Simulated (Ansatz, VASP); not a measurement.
**KMgF3 in VASP and in Ansatz**

```xyz
5
Lattice="5.0712 0.0000 0.0000 -2.5356 4.3918 0.0000 0.0000 0.0000 5.5709" Properties=species:S:1:pos:R:3 pbc="T T T"
K     0.0000    0.0000    0.0000
Mg    0.0000    0.0000    2.7854
F     2.5356    0.0000    0.0000
F    -1.2678    2.1959    0.0000
F     1.2678    2.1959    0.0000
```

Alike in both runs: functional PBE; k mesh 3 × 3 × 2; occupations gaussian, width 0.15 eV; no spin polarisation.

Ansatz relaxed the structure, and its values are those at the end. VASP's run is a single point on that final structure, the one shown.

|  | VASP | Ansatz |
| --- | --- | --- |
| version | VASP 6.6.1 | Ansatz 0.2.0 |
| potentials or method | VASP PAW PBE potentials, release 64 (K_sv, Mg, F), cutoff 600 eV | scalar-relativistic, plane waves, PAW |
| valence electrons in the cell | 32 | 40 |

VASP gave:

- gap on the k mesh at the Fermi level (eV): none
- pressure (GPa): 0.2

**Question.** Which values does Ansatz return?

**Answer.** gap on the k mesh at the Fermi level (eV): none; pressure (GPa): 0.3.

A gap of «none» marks a metal or a gap that the smearing closes. With one functional, cell and mesh, what is left measures potentials, basis and numerics. VASP's potentials hold 32 valence electrons a cell and Ansatz's 40, so a difference there can come from the potentials and not from the codes.

The k mesh is coarse, so the values compare programs but aren't converged.
